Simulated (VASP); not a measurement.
Wanted: the native input for a VASP 6.6.1 run.

| Item | Value |
| --- | --- |
| Task | single point |
| Functional | r2SCAN |
| Potentials or basis | VASP PAW PBE potentials, release 64 (Al, Au) |
| Cutoff | 520 eV |
| k mesh | 10 × 10 × 10 |
| Occupations | fermi-dirac, width 0.1 eV |
| Spin | no spin polarisation |
| Dipole correction | no |
| Further INCAR settings | ALGO = Normal; EDIFF = 1e-06; NBANDS = 16 |

The system is Al2Au.

```xyz
3
Lattice="0.0000 2.9851 2.9851 2.9851 0.0000 2.9851 2.9851 2.9851 0.0000" Properties=species:S:1:pos:R:3 pbc="T T T"
Al    1.4926    1.4926    1.4926
Al    4.4777    4.4777    4.4777
Au    0.0000    0.0000    0.0000
```

One way to write it, as run:

POSCAR

```
Al2Au
1.0
    0.0000000000      2.9851497900      2.9851497900
    2.9851497900      0.0000000000      2.9851497900
    2.9851497900      2.9851497900      0.0000000000
Al Au
2 1
Direct
    0.2500000000      0.2500000000      0.2500000000
    0.7500000000      0.7500000000      0.7500000000
    0.0000000000      0.0000000000      0.0000000000
```

INCAR.step1

```
SYSTEM = Al2Au
PREC = Accurate
ENCUT = 520
ISMEAR = -1
SIGMA = 0.1
LREAL = .False.
LASPH = .True.
NELM = 80
NBANDS = 16
GGA = PE
ALGO = Normal
EDIFF = 1E-4
LWAVE = .True.
LCHARG = .False.
```

INCAR.step2

```
SYSTEM = Al2Au
PREC = Accurate
ENCUT = 520
EDIFF = 1E-6
ISMEAR = -1
SIGMA = 0.1
LREAL = .False.
LASPH = .True.
NELM = 80
ALGO = Normal
ISIF = 2
LWAVE = .False.
LCHARG = .False.
METAGGA = R2SCAN
LMIXTAU = .True.
NBANDS = 16
ISTART = 1
```

KPOINTS

```
regular mesh
0
Gamma
  10 10 10
  0 0 0
```

Potentials or basis: VASP PAW PBE potentials, release 64 (Al, Au).

Command:

```sh
$ cat potpaw_PBE.64/Al/POTCAR potpaw_PBE.64/Au/POTCAR > POTCAR
$ cp INCAR.step1 INCAR
$ mpirun -np 1 vasp_std > vasp.out
$ cp INCAR.step2 INCAR
$ mpirun -np 1 vasp_std > vasp.out
```

Results of the run:

```
Pressure : 2.2 GPa
```

Caveat: the PAW data sets were made with another functional, which shifts forces and pressure a little.

Run time: 98 s on 1 thread of Intel(R) Xeon(R) Platinum 8259CL CPU @ 2.50GHz (Skylake/Cascade Lake) (shared host), peak memory 0.21 GiB.
